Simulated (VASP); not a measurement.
Here is a VASP 6.6.1 calculation.

File INCAR:

```
SYSTEM = Se
  PREC = Accurate
  ENCUT = 520
  EDIFF = 1E-6
  ISMEAR = 0
  SIGMA = 0.1
  LREAL = .FALSE.
  LASPH = .TRUE.
  NELM = 60
  ALGO = Normal
  ISIF = 2
  LWAVE = .FALSE.
  LCHARG = .FALSE.
  GGA = PS
  NBANDS = 16
```

The input KPOINTS:

```
regular mesh
0
G
  9 9 16
  0 0 0
```

Contents of POSCAR:

```
Se
1.0
    5.0924197729      0.0000000000      0.0000000000
   -2.5462098865      4.4101648900      0.0000000000
    0.0000000000      0.0000000000      2.6544148788
Se
3
Direct
    0.0000000000      0.0000000000      0.0000000000
    0.3333333333      0.6666666667      0.5000000000
    0.6666666667      0.3333333333      0.5000000000
```

Potentials or basis: VASP PAW PBE potentials, release 64 (Se).

Command:

```bash
$ cat potpaw_PBE.64/Se/POTCAR > POTCAR
$ mpirun -np 1 vasp_std > vasp.out
```

Task: Estimate the band gap on the k mesh.

Result: Zero (bands 9 and 10 overlap by 4.55 eV).

Task: What does it give for the pressure?

Result: 0.1 GPa.

Caveat: the PAW data sets were made with another functional, which shifts forces and pressure a little.
